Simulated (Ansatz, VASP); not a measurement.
Two plane-wave programs on Sc

```
CELL_PARAMETERS angstrom
3.24691 0.00000 0.00000
-1.62345 2.81190 0.00000
0.00000 0.00000 10.37539
ATOMIC_POSITIONS crystal
Sc 0.00000 0.00000 0.00000
Sc 0.00000 0.00000 0.50000
Sc 0.33333 0.66667 0.25000
Sc 0.66667 0.33333 0.75000
```

Alike in both runs: task single point; functional RPBE; k mesh 12 × 12 × 4; occupations fermi-dirac, width 0.1 eV; no spin polarisation.

|  | VASP | Ansatz |
| --- | --- | --- |
| version | VASP 6.6.1 | Ansatz 0.2.0 |
| potentials or method | VASP PAW PBE potentials, release 64 (Sc_sv), cutoff 520 eV | plane waves (420 eV) with PAW, scalar-relativistic |
| valence electrons in the cell | 44 | 44 |

```csv
,VASP,Ansatz,Ansatz less VASP
pressure (GPa),4.7,4.6,-0.03
```

VASP's potentials were made for PBE, not for RPBE. The functional is the same, so the differences come from potentials, cutoffs and numerics.
